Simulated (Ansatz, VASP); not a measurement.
Re in VASP and in Ansatz

Contents of INCAR:

```
SYSTEM = Re
PREC = Accurate
ENCUT = 520
EDIFF = 1E-7
ISMEAR = -1
SIGMA = 0.05
LREAL = .False.
LASPH = .True.
NELM = 100
ALGO = Fast
ISIF = 2
LWAVE = .False.
LCHARG = .False.
GGA = PS
NBANDS = 22
```

The input KPOINTS:

```
regular mesh
0
Gamma
  11 11 3
  0 0 0
```

POSCAR

```
Re
1.0
    2.7099146624      0.0000000000      0.0000000000
   -1.3549573311      2.3468549397      0.0000000000
    0.0000000000      0.0000000000      8.7563685467
Re
4
Direct
    0.6666666667      0.3333333333      0.7500000000
    0.0000000000      0.0000000000      0.5000000000
    0.3333333333      0.6666666667      0.2500000000
    0.0000000000      0.0000000000      0.0000000000
```

File input.yaml:

```yaml
crystal:
  lattice:
    - [2.7099146624, 0.0, 0.0]
    - [-1.3549573311, 2.3468549397, 0.0]
    - [0.0, 0.0, 8.7563685467]
  atoms:
    - { symbol: Re, position: [0.6666666667, 0.3333333333, 0.75] }
    - { symbol: Re, position: [0.0, 0.0, 0.5] }
    - { symbol: Re, position: [0.3333333333, 0.6666666667, 0.25] }
    - { symbol: Re, position: [0.0, 0.0, 0.0] }
hamiltonian:
  xc: pbesol
  pseudopotentials: { kind: paw }
kpoints:
  mp_grid: { grid: [11, 11, 3] }
scf:
  occupations: { method: fermi_dirac, width: 0.05 }
output:
  forces: true
  stress: true
  eigenvalues: true
```

Alike in both runs: task single point; functional PBEsol; k mesh 11 × 11 × 3; occupations fermi-dirac, width 0.05 eV; no spin polarisation.

|  | VASP | Ansatz |
| --- | --- | --- |
| version | VASP 6.6.1 | Ansatz 0.2.0 |
| potentials or method | VASP PAW PBE potentials, release 64 (Re) | Ansatz PAW |
| plane-wave cutoff (eV) | 520 | 420 |
| valence electrons in the cell | 28 | 60 |

Ansatz gave:

| Item | Value |
| --- | --- |
| gap on the k mesh at the Fermi level (eV) | none |
| pressure (GPa) | 18.8 |
| traceless stress, the component that is largest in VASP (GPa) | 0.04 |

Problem. Which values does VASP return?

Solution. gap on the k mesh at the Fermi level (eV): none; pressure (GPa): 19.4; traceless stress, the component that is largest in VASP (GPa): 0.06.

VASP's potentials were made for PBE, not for PBEsol. A gap of «none» marks a metal or a gap that the smearing closes. VASP's potentials hold 28 valence electrons a cell and Ansatz's 60, so a difference there can come from the potentials and not from the codes.

Neither program's run includes spin-orbit coupling.
